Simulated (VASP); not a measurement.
Input of a VASP 6.6.1 run:

The input INCAR:

```
SYSTEM = TiO2
ALGO     = Normal         ! electronic algorithm
EDIFF    = 1E-7           ! SCF threshold, eV
ENCUT    = 520            ! plane-wave cutoff, eV
GGA      = PE             ! functional
ISIF     = 2              ! what is computed and relaxed
ISMEAR   = 0              ! smearing method
LASPH    = .True.         ! aspherical terms in the spheres
LCHARG   = .True.         ! write CHGCAR
LELF     = .True.         ! ELF
LREAL    = .False.        ! projectors in reciprocal space
LVHAR    = .True.       
LWAVE    = .False.        ! write WAVECAR
NBANDS   = 33             ! bands
NELM     = 100            ! most SCF steps
PREC     = Accurate       ! precision mode
SIGMA    = 0.05           ! smearing width, eV
```

KPOINTS

```
k-points
0
Gamma
  8 8 8
  0 0 0
```

File POSCAR:

```
TiO2
1.0
   -1.9068798241      1.9068798241      4.9085707242
    1.9068798241     -1.9068798241      4.9085707242
    1.9068798241      1.9068798241     -4.9085707242
Ti O
2 4
Direct
    0.0000000000      0.0000000000      0.0000000000
    0.7500000000      0.2500000000      0.5000000000
    0.2050884634      0.2050884634      0.0000000000
    0.9550884634      0.4550884634      0.5000000000
    0.5449115366      0.0449115366      0.5000000000
    0.7949115366      0.7949115366      0.0000000000
```

Potentials or basis: VASP PAW PBE potentials, release 64 (Ti_sv, O).

Launch:

```sh
$ cat potpaw_PBE.64/Ti_sv/POTCAR potpaw_PBE.64/O/POTCAR > POTCAR
$ mpirun -np 1 vasp_std > vasp.out
```

Q: What does it give for the pressure?

A: -2.7 GPa.

Q: Estimate the band gap on the k mesh.

A: 2.13 eV (least direct gap 2.38 eV).

Q: Estimate the largest force.

A: 0.018 eV/Å.

Forces in eV/Å, atoms in the order of the input:
```
Ti   0.000  0.000  0.000
Ti   0.000  0.000  0.000
O    0.000  0.000  0.018
O    0.000  0.000  0.018
O    0.000  0.000 -0.018
O    0.000  0.000 -0.018
```

A k mesh can miss the band edges. PBE gaps usually lie below the measured ones, often by a third to a half.
